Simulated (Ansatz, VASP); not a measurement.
## Si2Mo in VASP and in Ansatz

```
Mo Si
1.0
     4.58547    0.00000    0.00000
    -2.29274    3.97113    0.00000
     0.00000    0.00000    6.57976
Mo Si
3 6
Cartesian
  1.1464 1.9856 5.4831
  -1.1464 1.9856 1.0966
  2.2927 0.0000 3.2899
  0.0000 1.3015 3.2899
  1.1656 3.3204 1.0966
  3.4583 0.6508 5.4831
  2.2927 2.6696 3.2899
  1.1272 0.6508 1.0966
  -1.1656 3.3204 5.4831
```

Alike in both runs: task relaxation of cell and atoms; functional PBEsol; k mesh 5 × 5 × 3; occupations fermi-dirac, width 0.05 eV; no spin polarisation.

```csv
,VASP,Ansatz
version,VASP 6.6.1,Ansatz 0.2.0
potentials or method,"VASP PAW PBE potentials, release 64 (Mo_sv, Si)",Ansatz PAW
plane-wave cutoff (eV),600,420
valence electrons in the cell,66,66
```

```csv
,VASP,Ansatz,Ansatz less VASP
"gap on the k mesh at the Fermi level, each at its own relaxed structure (eV)",0.61,0.62,+0.004
relaxed volume (Å³/atom),13.24,13.22,-0.021
relaxed cell length with the largest relative difference (Å),4.578,4.575,-0.0026
```

VASP's potentials were made for PBE, not for PBEsol.

Noted on Ansatz's run: odd divisions of the mesh miss points on the zone boundary, where band edges often lie, so the gap on the mesh can be too wide; the plane-wave basis is chosen anew once the cell has moved, so the energies of steps on either side of that aren't comparable.
